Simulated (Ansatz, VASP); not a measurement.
Mg2Si3N in VASP and in Ansatz

```xyz
6
Lattice="4.4093 0.0000 0.0000 -2.2046 3.8185 0.0000 0.0000 0.0000 5.5374" Properties=species:S:1:pos:R:3 pbc="T T T"
Mg    0.0000    0.0000    1.4544
Mg    0.0000    0.0000    4.0830
Si    2.2046    0.0000    0.0000
Si   -1.1023    1.9093    0.0000
Si    1.1023    1.9093    0.0000
N     0.0000    0.0000    2.7687
```

Alike in both runs: task single point; functional PBE; k mesh 6 × 6 × 4; occupations gaussian, width 0.1 eV; collinear spin.

```csv
,VASP,Ansatz
version,VASP 6.6.1,Ansatz 0.2.0
potentials or method,"VASP PAW PBE potentials, release 64 (Mg, Si, N), cutoff 520 eV","scalar-relativistic, plane waves, PAW"
valence electrons in the cell,21,37
```

Ansatz gave:

```
gap on the k mesh at the Fermi level (eV)                     : none
rms of the force components (eV/Å)                            : 10.170
net moment per atom (μB)                                      : 0.14
size of the moment on the site where the two differ most (μB) : 0.41
```

Task: Which values does VASP return?

Result: gap on the k mesh at the Fermi level (eV): none; rms of the force components (eV/Å): 11.089; net moment per atom (μB): 0.00; size of the moment on the site where the two differ most (μB): 0.00.

The net moments are unlike, so the other rows may belong to different states. Site moments also hang on the region over which each program counts them. Atom by atom the forces differ by 0.919 eV/Å (rms over components). A gap of «none» marks a metal or a gap that the smearing closes. VASP's potentials hold 21 valence electrons a cell and Ansatz's 37, so a difference there can come from the potentials and not from the codes.
